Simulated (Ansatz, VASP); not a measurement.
**InSb: VASP beside Ansatz**

File INCAR:

```
PREC = Accurate
ENCUT = 520
EDIFF = 1E-6
ISMEAR = 0
SIGMA = 0.1
LREAL = F
LASPH = T
NELM = 60
ALGO = Normal
ISIF = 2
LWAVE = F
LCHARG = F
GGA = PS
NBANDS = 16
```

File KPOINTS:

```
regular mesh
0
Gamma
  12 12 12
```

The input POSCAR:

```
InSb
1.0
    0.0000000000      3.1933812205      3.1933812205
    3.1933812205      0.0000000000      3.1933812205
    3.1933812205      3.1933812205      0.0000000000
In Sb
1 1
Direct
    0.0000000000      0.0000000000      0.0000000000
    0.2500000000      0.2500000000      0.2500000000
```

Input for Ansatz:

```yaml
crystal:
  lattice:
    - [0.0, 3.1933812205, 3.1933812205]
    - [3.1933812205, 0.0, 3.1933812205]
    - [3.1933812205, 3.1933812205, 0.0]
  atoms:
    - { symbol: In, position: [0.0, 0.0, 0.0] }
    - { symbol: Sb, position: [0.25, 0.25, 0.25] }
basis:
  ecutwfc: 420
kpoints:
  mp_grid: { grid: [12, 12, 12] }
hamiltonian:
  xc: pbesol
scf:
  occupations: { method: gaussian, width: 0.1 }
output:
  forces: true
  stress: true
  eigenvalues: true
```

Alike in both runs: task single point; functional PBEsol; k mesh 12 × 12 × 12; occupations gaussian, width 0.1 eV; no spin polarisation.

```csv
,VASP,Ansatz
version,VASP 6.6.1,Ansatz 0.2.0
potentials or method,"VASP PAW PBE potentials, release 64 (In_d, Sb), cutoff 520 eV","scalar-relativistic, plane waves, PAW"
valence electrons in the cell,18,28
```

```tsv
	VASP	Ansatz	Ansatz less VASP
gap on the k mesh at the Fermi level (eV)	none	none	-
pressure (GPa)	3.1	3.0	-0.02
```

VASP's potentials were made for PBE, not for PBEsol. A gap of «none» marks a metal or a gap that the smearing closes. With one functional, cell and mesh, what is left measures potentials, basis and numerics. VASP's potentials hold 18 valence electrons a cell and Ansatz's 28, so a difference there can come from the potentials and not from the codes.

Spin-orbit coupling is off throughout.
